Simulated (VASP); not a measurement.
A run of VASP 6.6.1 is set up as follows.

File INCAR:

```
SYSTEM = Pd
PREC = Accurate ; ENCUT = 600
EDIFF = 1E-6 ; ISMEAR = 0
SIGMA = 0.1 ; LREAL = .FALSE.
LASPH = .TRUE. ; NELM = 80
ALGO = Normal ; ISIF = 3
LWAVE = .FALSE. ; LCHARG = .FALSE.
GGA = PS ; IBRION = 2
NSW = 80 ; EDIFFG = -0.01
PSTRESS = 100.0
```

Contents of KPOINTS:

```
Automatic mesh
0
G
  9 9 9
  0 0 0
```

Contents of POSCAR:

```
Pd
1.0
    2.5300000000      0.0000000000      0.0000000000
    0.0000000000      2.5300000000      0.0000000000
    0.0000000000      0.0000000000      2.5300000000
Pd
1
Direct
    0.0000000000      0.0000000000      0.0000000000
```

Potentials or basis: VASP PAW PBE potentials, release 64 (Pd).

Run with:

```bash
$ cat potpaw_PBE.64/Pd/POTCAR > POTCAR
$ mpirun -np 1 vasp_std > vasp.out
```

(1) What does it give for the space group after relaxing (to 0.05 Å)?

(2) What does it give for the relaxed cell?

(3) Estimate the relaxed volume.

Answers

(1) Pm-3m (No. 221).

(2) a = 2.514 Å, b = 2.514 Å, c = 2.514 Å, α = 90.00°, β = 90.00°, γ = 90.00°.

(3) 15.89 Å³/atom.

Caveat: the cell is relaxed towards a set pressure, so the enthalpy falls and the energy may rise; the PAW data sets were made with another functional, which shifts forces and pressure a little.
